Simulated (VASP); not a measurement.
# AlCu3 (Pm-3m) in VASP: a series of runs

Runs on AlCu3. Level: PBEsol. Tasks: single point, relaxation of cell and atoms.

Everything below comes from runs of VASP 6.6.1. Logs are shortened: lines on timing, memory, paths and dates and some standing lists are left out, and cuts for length are marked.

## 1. The cell of the first run

It takes space group Pm-3m (No. 221, cubic). Conventional cell: a = 3.632 Å, b = 3.632 Å, c = 3.632 Å, α = 90.00°, β = 90.00°, γ = 90.00°. Within 3.4 Å of Al (site symmetry m-3m) lie 12 Cu at 2.57 Å. Within 3.4 Å of Cu (site symmetry 4/mmm) lie 4 Al at 2.57 Å and 8 Cu at 2.57 Å.

## 2. Single point, PBEsol

INCAR

```
SYSTEM = AlCu3
PREC = Accurate
ENCUT = 520
EDIFF = 1E-6
ISMEAR = -1
SIGMA = 0.15
LREAL = .FALSE.
LASPH = .TRUE.
NELM = 100
ALGO = Normal
ISIF = 2
LWAVE = .FALSE.
LCHARG = .FALSE.
GGA = PS
NBANDS = 26
```

KPOINTS

```
regular mesh
0
G
  12 12 12
  0 0 0
```

POSCAR

```
AlCu3
1.0
    3.6324203570      0.0000000000      0.0000000000
    0.0000000000      3.6324203570      0.0000000000
    0.0000000000      0.0000000000      3.6324203570
Al Cu
1 3
Direct
    0.0000000000      0.0000000000      0.0000000000
    0.5000000000      0.5000000000      0.0000000000
    0.5000000000      0.0000000000      0.5000000000
    0.0000000000      0.5000000000      0.5000000000
```

Potentials or basis: VASP PAW PBE potentials, release 64 (Al, Cu).

The run is started by

```
cat potpaw_PBE.64/Al/POTCAR potpaw_PBE.64/Cu/POTCAR > POTCAR
mpirun -np 1 vasp_std > vasp.out
```

OUTCAR:

```text
SYSTEM = AlCu3
   PREC = Accurate
   ENCUT = 520
   EDIFF = 1E-6
   ISMEAR = -1
   LREAL = .FALSE.
   LASPH = .TRUE.
   NELM = 100
   ISIF = 2
   GGA = PS

 ion  position               nearest neighbor table
   1  0.000  0.000  0.000-   2 2.57   3 2.57   4 2.57   3 2.57   4 2.57   2 2.57   4 2.57   4 2.57
                             2 2.57   3 2.57   3 2.57   2 2.57
   2  0.500  0.500  0.000-   1 2.57   3 2.57   4 2.57   3 2.57   4 2.57   1 2.57   3 2.57   3 2.57
                             1 2.57   4 2.57   4 2.57   1 2.57
   3  0.500  0.000  0.500-   1 2.57   2 2.57   4 2.57   1 2.57   2 2.57   2 2.57   4 2.57   2 2.57
                             1 2.57   4 2.57   1 2.57   4 2.57
   4  0.000  0.500  0.500-   1 2.57   2 2.57   3 2.57   1 2.57   2 2.57   1 2.57   3 2.57   1 2.57
                             2 2.57   3 2.57   2 2.57   3 2.57

  LATTYP: Found a simple cubic cell.
 ALAT       =     3.6324203570

  Lattice vectors:

 A1 = (   3.6324203570,   0.0000000000,   0.0000000000)
 A2 = (   0.0000000000,   3.6324203570,   0.0000000000)
 A3 = (   0.0000000000,   0.0000000000,   3.6324203570)

Analysis of symmetry for initial positions (statically):
=====================================================================
 Subroutine PRICEL returns:
 Original cell was already a primitive cell.

 Routine SETGRP: Setting up the symmetry group for a
 simple cubic supercell.

 Subroutine GETGRP returns: Found 48 space group operations
 (whereof 48 operations were pure point group operations)
 out of a pool of 48 trial point group operations.

The static configuration has the point symmetry O_h .

Analysis of symmetry for dynamics (positions and initial velocities):
=====================================================================
 Subroutine PRICEL returns:
 Original cell was already a primitive cell.

 Routine SETGRP: Setting up the symmetry group for a
 simple cubic supercell.

 Subroutine GETGRP returns: Found 48 space group operations
 (whereof 48 operations were pure point group operations)
 out of a pool of 48 trial point group operations.

The dynamic configuration has the point symmetry O_h .

 Subroutine INISYM returns: Found 48 space group operations
 (whereof 48 operations are pure point group operations),
 and found     1 'primitive' translations

----------------------------------------------------------------------------------------

                                     Primitive cell

  volume of cell :      47.9279

  direct lattice vectors                    reciprocal lattice vectors
     3.632420357  0.000000000  0.000000000     0.275298534  0.000000000  0.000000000
     0.000000000  3.632420357  0.000000000     0.000000000  0.275298534  0.000000000
     0.000000000  0.000000000  3.632420357     0.000000000  0.000000000  0.275298534

  length of vectors
     3.632420357  3.632420357  3.632420357     0.275298534  0.275298534  0.275298534

  position of ions in fractional coordinates (direct lattice)
     0.000000000  0.000000000  0.000000000
     0.500000000  0.500000000  0.000000000
     0.500000000  0.000000000  0.500000000
     0.000000000  0.500000000  0.500000000

  ion indices of the primitive-cell ions
   primitive index   ion index
                 1           1
                 2           2
                 3           3
                 4           4

----------------------------------------------------------------------------------------

 KPOINTS: regular mesh

Automatic generation of k-mesh.
 Grid dimensions read from file:
 generate k-points for:   12   12   12

 Generating k-lattice:

  Cartesian coordinates                     Fractional coordinates (reciprocal lattice)
     0.022941545  0.000000000  0.000000000     0.083333333  0.000000000  0.000000000
     0.000000000  0.022941545  0.000000000     0.000000000  0.083333333  0.000000000
     0.000000000  0.000000000  0.022941545     0.000000000  0.000000000  0.083333333

  Length of vectors
     0.022941545  0.022941545  0.022941545

  Shift w.r.t. Gamma in fractional coordinates (k-lattice)
     0.000000000  0.000000000  0.000000000

 Subroutine IBZKPT returns following result:
 ===========================================

 Found     84 irreducible k-points:

 Following reciprocal coordinates:
            Coordinates               Weight
  0.000000  0.000000  0.000000      1.000000
  0.083333  0.000000  0.000000      6.000000
  0.166667  0.000000  0.000000      6.000000
  0.250000  0.000000  0.000000      6.000000
  0.333333  0.000000  0.000000      6.000000
  0.416667  0.000000  0.000000      6.000000
[... 16 lines left out ...]
  0.333333  0.333333  0.000000     12.000000
  0.416667  0.333333  0.000000     24.000000
 [... further k-points ...]
   k-points           NKPTS =     84   k-points in BZ     NKDIM =     84   number of bands    NBANDS=     26
   number of dos      NEDOS =    301   number of ions     NIONS =      4
   total plane-waves  NPLWV =  21952
   dimension x,y,z NGX =    28 NGY =   28 NGZ =   28
   dimension x,y,z NGXF=    56 NGYF=   56 NGZF=   56
   ions per type =               1   3
   NGX,Y,Z   is equivalent  to a cutoff of  12.81, 12.81, 12.81 a.u.
   NGXF,Y,Z  is equivalent  to a cutoff of  25.63, 25.63, 25.63 a.u.
 SYSTEM =  AlCu3
   PREC   = accura    normal or accurate (medium, high low for compatibility)
   ISTART =      0    job   : 0-new  1-cont  2-samecut
   ICHARG =      2    charge: 1-file 2-atom 10-const
   ISPIN  =      1    spin polarized calculation?
   LNONCOLLINEAR =      F non collinear calculations
   LSORBIT =      F    spin-orbit coupling
   LASPH  =      T    aspherical Exc in radial PAW
   ENCUT  =  520.0 eV  38.22 Ry    6.18 a.u.   6.75  6.75  6.75*2*pi/ulx,y,z
   NELM   =    100;   NELMIN=  2; NELMDL= -5     # of ELM steps
   EDIFF  = 0.1E-05   stopping-criterion for ELM
   LREAL  =      F    real-space projection
   EDIFFG = 0.1E-04   stopping-criterion for IOM
   NSW    =      0    number of steps for IOM
   IBRION =     -1    ionic relax: 0-MD 1-quasi-New 2-CG
   NFREE  =      0    steps in history (QN), initial steepest desc. (CG)
   ISIF   =      2    stress and relaxation
   ISYM   =      2    0-nonsym 1-usesym 2-fastsym
   POTIM  = 0.5000    time-step for ionic-motion
   TEBEG  =    0.0;   TEEND  =   0.0 temperature during run
   PSTRESS=    0.0 pullay stress
   NELECT =      36.0000    total number of electrons
   NUPDOWN=      -1.0000    fix difference up-down
   EMIN   =  10.00;   EMAX   =-10.00  energy-range for DOS
   EFERMI =   0.00;   METHOD = LEGACY
   ISMEAR =    -1;   SIGMA  =   0.15  broadening in eV -4-tet -1-fermi 0-gaus
   EFERMI_NEDOS =   21; number of points for ismear=-14 and -15
   IALGO  =     38    algorithm
   IMIX   =      4    mixing-type and parameters
     AMIX     =   0.40;   BMIX     =  1.00
     AMIX_MAG =   1.60;   BMIX_MAG =  1.00
  volume/ion in A,a.u.               =      11.98        80.86
  Fermi-wavevector in a.u.,A,eV,Ry     =   1.488148  2.812193 30.131266  2.214586
  Thomas-Fermi vector in A             =   2.601220
   LORBIT       =      0    0 simple, 1 ext, 2 COOP (PROOUT), +10 PAW based schemes
   GGA     = PS    functional components
   LHFCALC =     F    Hartree Fock is set to
   AEXX    =    0.0000 exact exchange contribution
   IVDW    =     0    specifies the selected vdW correction
   LEPSILON=     F    determine dielectric tensor
   LRPA    =     F    only Hartree local field effects (RPA)
 non-spin polarized calculation
  energy-cutoff  :      520.00
  volume of cell :       47.93
 maximum number of plane-waves:      1328
 NGX is ok and might be reduce to    28
   NGX = 13   NGY = 13   NGZ = 13

 number of electron      35.9999977 magnetization

 Free energy of the ion-electron system (eV)
  ---------------------------------------------------
  ext. energy  EPLUGINS =         0.00000000
  ---------------------------------------------------
  free energy    TOTEN  =       -17.81831062 eV

  energy without entropy =      -17.73263895  energy(sigma->0) =      -17.77547479

 E-fermi :   8.6381     XC(G=0): -12.4996

 val. band max:        8.5885406274   @ k =   0.5000   0.2500   0.2500
 cond. band min:       8.6730659916   @ k =   0.1667   0.0833   0.0833
 fundamental gap:      0.0845253642
 Fermi energy:         8.6381276762

 k-point     1 :       0.0000    0.0000    0.0000
  band No.  band energies     occupation
      1      -2.0980      2.00000
      2       3.1864      2.00000
      3       3.7575      2.00000
      4       3.7575      2.00000
      5       4.0288      2.00000
      6       4.0288      2.00000
[... 18 lines left out ...]
     25      19.1723      0.00000
     26      20.4879      0.00000

 k-point     2 :       0.0833    0.0000    0.0000
  band No.  band energies     occupation
      1      -2.0170      2.00000
      2       3.2087      2.00000
      3       3.7227      2.00000
      4       3.8009      2.00000
      5       4.0406      2.00000
      6       4.0406      2.00000
[... 18 lines left out ...]
     25      18.8833      0.00000
     26      20.0448      0.00000

 k-point     3 :       0.1667    0.0000    0.0000
  band No.  band energies     occupation
      1      -1.7753      2.00000
      2       3.2355      2.00000
      3       3.6212      2.00000
      4       3.9259      2.00000
      5       4.0745      2.00000
      6       4.0745      2.00000
[... 18 lines left out ...]
     25      18.2087      0.00000
     26      19.0772      0.00000

 k-point     4 :       0.2500    0.0000    0.0000
  band No.  band energies     occupation
      1      -1.3777      2.00000
      2       3.0170      2.00000
      3       3.5959      2.00000
      4       4.1159      2.00000
      5       4.1262      2.00000
      6       4.1262      2.00000
[... 18 lines left out ...]
     25      17.8052      0.00000
     26      18.0553      0.00000

 k-point     5 :       0.3333    0.0000    0.0000
  band No.  band energies     occupation
      1      -0.8341      2.00000
      2       2.4011      2.00000
      3       3.7111      2.00000
      4       4.1865      2.00000
      5       4.1865      2.00000
      6       4.2365      2.00000
[... 18 lines left out ...]
     25      17.1908      0.00000
     26      19.4493      0.00000

 k-point     6 :       0.4167    0.0000    0.0000
  band No.  band energies     occupation
      1      -0.1692      2.00000
      2       1.5922      2.00000
      3       3.8296      2.00000
      4       4.2387      2.00000
      5       4.2387      2.00000
      6       4.3028      2.00000
[... 427 lines left out ...]
 k-point    21 :       0.4167    0.2500    0.0000
  band No.  band energies     occupation
      1       0.4670      2.00000
      2       2.1437      2.00000
      3       3.7476      2.00000
      4       4.1083      2.00000
      5       4.1760      2.00000
      6       4.4689      2.00000
[... 18 lines left out ...]
     25      18.4066      0.00000
     26      19.5833      0.00000

 k-point    22 :       0.5000    0.2500    0.0000
  band No.  band energies     occupation
      1       0.9671      2.00000
      2       1.6002      2.00000
      3       3.8146      2.00000
      4       4.1055      2.00000
      5       4.2062      2.00000
      6       4.4223      2.00000
[... 18 lines left out ...]
     25      18.6063      0.00000
     26      20.1887      0.00000

 k-point    23 :       0.3333    0.3333    0.0000
  band No.  band energies     occupation
      1       0.3384      2.00000
      2       3.0875      2.00000
      3       3.1804      2.00000
      4       4.1420      2.00000
      5       4.1514      2.00000
      6       4.4008      2.00000
[... 18 lines left out ...]
     25      18.1799      0.00000
     26      19.6917      0.00000

 k-point    24 :       0.4167    0.3333    0.0000
  band No.  band energies     occupation
      1       0.9319      2.00000
      2       2.5082      2.00000
      3       3.3726      2.00000
      4       4.1656      2.00000
      5       4.1859      2.00000
      6       4.5109      2.00000
[... 18 lines left out ...]
     25      18.4934      0.00000
     26      19.4049      0.00000

 [... further k-points ...]

------------------------ aborting loop because EDIFF is reached ----------------------------------------

  FORCE on cell =-STRESS in cart. coord.  units (eV):
  Direction    XX          YY          ZZ          XY          YZ          ZX
  --------------------------------------------------------------------------------------
  -------------------------------------------------------------------------------------
  Total        0.1630618      0.1630618      0.1630618     -0.0000000     -0.0000000      0.0000000
  in kB        5.4509798      5.4509798      5.4509798     -0.0000000     -0.0000000      0.0000000
  external PRESSURE =       5.4509798 kB  Pullay stress =       0.0000000 kB

 VOLUME and BASIS-vectors are now :
 -----------------------------------------------------------------------------
  energy-cutoff  :      520.00
  volume of cell :       47.93
      direct lattice vectors                 reciprocal lattice vectors
     3.632420357  0.000000000  0.000000000     0.275298534  0.000000000  0.000000000
     0.000000000  3.632420357  0.000000000     0.000000000  0.275298534  0.000000000
     0.000000000  0.000000000  3.632420357     0.000000000  0.000000000  0.275298534

 POSITION                                       TOTAL-FORCE (eV/Angst)
 -----------------------------------------------------------------------------------
      0.00000      0.00000      0.00000         0.000000      0.000000      0.000000
      1.81621      1.81621      0.00000         0.000000      0.000000      0.000000
      1.81621      0.00000      1.81621         0.000000      0.000000      0.000000
      0.00000      1.81621      1.81621         0.000000      0.000000      0.000000
 -----------------------------------------------------------------------------------
    total drift:                                0.000000      0.000000      0.000000

  FREE ENERGIE OF THE ION-ELECTRON SYSTEM (eV)
  ---------------------------------------------------
  free  energy   TOTEN  =       -17.8183106214 eV

  energy  without entropy=      -17.7326389543  energy(sigma->0) =      -17.77547479
```

Run time: 46 s. Hardware: 1 thread of Intel Xeon Platinum 8488C (Sapphire Rapids), shared host; peak memory 0.21 GiB.

What came out:

```yaml
Free_energy: -17.8183 eV
Pressure: 0.5 GPa
Band_gap_on_the_k_mesh: zero (bands 18 and 19 overlap by 5.55 eV)
```

Caveat: the PAW data sets were made with another functional, which shifts forces and pressure a little.

[end of part 1 of 2]
